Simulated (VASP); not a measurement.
Runs of VASP 6.6.1 on Mg3BeS. The structure is that of space group Pm-3m (No. 221), or close to it. The cells are those of the table. 

```tsv
task	cell	k mesh	cutoff (eV)	gap on the mesh (eV)	pressure (GPa)	relaxed volume (Å³/atom)
relaxation of cell and atoms	relaxed from a = 4.423 Å, 5 atoms	4 × 4 × 4	600	none	0.1	21.79
single point	a = 4.423 Å, 5 atoms	4 × 4 × 4	520	none	(b)	-
single point	a = 4.789 Å, 5 atoms	4 × 4 × 4	520	none	-0.3	-
relaxation of cell and atoms	relaxed from a = 4.789 Å, 5 atoms	8 × 8 × 8	600	none	0.0	(a)
single point	a = 4.783 Å, 5 atoms	8 × 8 × 8	520	none	-0.1	-
```

Alike in all rows: level PBE; potentials or basis VASP PAW PBE potentials, release 64 (Mg, Be, S); no spin polarisation; smearing gaussian 0.1 eV.

Fill in the values left out.

(a) 21.86; (b) 16.8.

Caveats: the volume moved by over 15 % at a fixed basis, so the end points are rough (some runs).

A gap of «none» marks levels without a gap at the run's occupations.
